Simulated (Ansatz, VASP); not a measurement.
CdS: VASP beside Ansatz

The input INCAR:

```
PREC     = Accurate       # precision mode
ENCUT    = 520            # plane-wave cutoff, eV
EDIFF    = 1E-8           # SCF threshold, eV
ISMEAR   = -1             # smearing method
SIGMA    = 0.02           # smearing width, eV
LREAL    = F              # projectors in reciprocal space
LASPH    = T              # aspherical terms in the spheres
NELM     = 100            # most SCF steps
ALGO     = Normal         # electronic algorithm
ISIF     = 2              # what is computed and relaxed
LWAVE    = F              # write WAVECAR
LCHARG   = F              # write CHGCAR
LEFG     = T            
NBANDS   = 26             # bands
```

File KPOINTS:

```
regular mesh
0
Gamma
  8 8 4
```

POSCAR

```
CdS
1.0
    4.1347992034     -0.0413479920     -0.0413479920
   -2.1032080132      3.6015151457     -0.0151344155
   -0.0674900000     -0.0674900000      6.7490000000
Cd S
2 2
Direct
    0.3333333333      0.6666666667      0.0000000000
    0.6666666667      0.3333333333      0.5000000000
    0.3333333333      0.6666666667      0.3850000000
    0.6666666667      0.3333333333      0.8850000000
```

Input for Ansatz:

```yaml
crystal:
  lattice:
    - [4.1347992034, -0.041347992, -0.041347992]
    - [-2.1032080132, 3.6015151457, -0.0151344155]
    - [-0.06749, -0.06749, 6.749]
  atoms:
    - { symbol: Cd, position: [0.3333333333, 0.6666666667, 0.0] }
    - { symbol: Cd, position: [0.6666666667, 0.3333333333, 0.5] }
    - { symbol: S, position: [0.3333333333, 0.6666666667, 0.385] }
    - { symbol: S, position: [0.6666666667, 0.3333333333, 0.885] }
kpoints:
  mp_grid: { grid: [8, 8, 4] }
scf:
  occupations: { method: fermi_dirac, width: 0.02 }
hamiltonian:
  xc: lda
  pseudopotentials: { kind: all_electron, datasets: crystal }
output:
  forces: true
  stress: true
  eigenvalues: true
  efg: { contact_densities: true }
```

Change from the starting cell: equal xy, yz and zx shear strains of -2 %, crystal datasets.

Alike in both runs: task electric field gradients; functional LDA; k mesh 8 × 8 × 4; occupations fermi-dirac, width 0.02 eV; no spin polarisation.

|  | VASP | Ansatz |
| --- | --- | --- |
| version | VASP 6.6.1 | Ansatz 0.2.0 |
| potentials or method | VASP PAW LDA potentials, release 64 (Cd, S), cutoff 520 eV | all-electron PAW with datasets made for the crystal, scalar-relativistic |

```tsv
	VASP	Ansatz	Ansatz less VASP
gap on the k mesh at the Fermi level (eV)	0.92	0.89	-0.028
pressure (GPa)	-2.2	-2.7	-0.44
traceless stress, the component that is largest in VASP (GPa)	-1.29	-1.22	+0.076
rms of the force components (eV/Å)	0.176	0.168	-0.0078
size of Vzz on the site where it differs most (V/Å²)	37.0	32.3	-4.67
```

LDA's correlation is that of Perdew and Zunger in VASP and of Perdew and Wang (1992) in Ansatz. Atom by atom the forces differ by 0.008 eV/Å (rms over components). Ansatz ran all-electron here, and VASP with PAW potentials.
